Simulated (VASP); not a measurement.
Write the native input for VASP 6.6.1 that does the following.

| Property | Result |
| --- | --- |
| Task | single point |
| Functional | PBE0 |
| Potentials or basis | VASP PAW PBE potentials, release 64 (Ta_pv) |
| Cutoff | 520 eV |
| k mesh | 1 × 1 × 1 |
| Occupations | fermi-dirac, width 0.01 eV |
| Spin | collinear spin |
| Starting moments | [3.0] μB |
| Dipole correction | no |
| Grid for exact exchange (PRECFOCK) | Normal |
| Further INCAR settings | ALGO = Normal; EDIFF = 1e-06; NBANDS = 16; ISYM = 0 |
| Share of exact exchange | 0.25 |

System: Ta.

```
Ta
1.0
    14.00000    0.00000    0.00000
     0.00000   14.40000    0.00000
     0.00000    0.00000   14.80000
Ta
1
Cartesian
  7.0000 7.2000 7.4000
```

One way to write it, as run:

POSCAR

```
Ta
1.0
   14.0000000000      0.0000000000      0.0000000000
    0.0000000000     14.4000000000      0.0000000000
    0.0000000000      0.0000000000     14.8000000000
Ta
1
Direct
    0.5000000000      0.5000000000      0.5000000000
```

INCAR.step1

```
SYSTEM = Ta
PREC     = Accurate       ! precision mode
ENCUT    = 520            ! plane-wave cutoff, eV
EDIFF    = 1E-5           ! SCF threshold, eV
ISMEAR   = -1             ! smearing method
SIGMA    = 0.01           ! smearing width, eV
LREAL    = .FALSE.        ! projectors in reciprocal space
LASPH    = .TRUE.         ! aspherical terms in the spheres
NELM     = 150            ! most SCF steps
ALGO     = Normal         ! electronic algorithm
ISIF     = 2              ! what is computed and relaxed
LWAVE    = .TRUE.         ! write WAVECAR
LCHARG   = .FALSE.        ! write CHGCAR
ISPIN    = 2              ! spin polarisation
MAGMOM   = 3              ! initial moments
LORBIT   = 11             ! projections on sites
LMAXMIX  = 4              ! l up to which the mixer works
NBANDS   = 16             ! bands
GGA      = PE             ! functional
ISYM     = 0
```

INCAR.step2

```
SYSTEM = Ta
PREC     = Accurate       ! precision mode
ENCUT    = 520            ! plane-wave cutoff, eV
EDIFF    = 1E-6           ! SCF threshold, eV
ISMEAR   = -1             ! smearing method
SIGMA    = 0.01           ! smearing width, eV
LREAL    = .FALSE.        ! projectors in reciprocal space
LASPH    = .TRUE.         ! aspherical terms in the spheres
NELM     = 150            ! most SCF steps
ALGO     = Normal         ! electronic algorithm
ISIF     = 2              ! what is computed and relaxed
LWAVE    = .FALSE.        ! write WAVECAR
LCHARG   = .FALSE.        ! write CHGCAR
ISPIN    = 2              ! spin polarisation
MAGMOM   = 3              ! initial moments
LORBIT   = 11             ! projections on sites
LMAXMIX  = 4              ! l up to which the mixer works
GGA      = PE             ! functional
LHFCALC  = .TRUE.         ! exact exchange
AEXX     = 0.25           ! exact-exchange fraction
PRECFOCK = Normal       
NBANDS   = 16             ! bands
ISTART   = 1            
ISYM     = 0
```

KPOINTS

```
Automatic mesh
0
G
  1 1 1
  0 0 0
```

Potentials or basis: VASP PAW PBE potentials, release 64 (Ta_pv).

Launch:

```console
$ cat potpaw_PBE.64/Ta_pv/POTCAR > POTCAR
$ cp INCAR.step1 INCAR
$ mpirun -np 1 vasp_gam > vasp.out
$ cp INCAR.step2 INCAR
$ mpirun -np 1 vasp_gam > vasp.out
```

It gave:

```
Pressure                                              : 0.0 GPa
Band gap on the k mesh                                : 2.90 eV
Net moment                                            : 3.00 μB per cell
Site moments                                          : Ta +2.16 μB
Valence electrons inside the program's atomic spheres : Ta 8.55
```

Caveat: the PAW data sets were made with another functional, which shifts forces and pressure a little; spin-orbit coupling is left out, which moves the levels of the heavy elements.

It took 55 min on 1 thread of Intel Xeon 8259CL (shared host), peak memory 2.9 GiB.
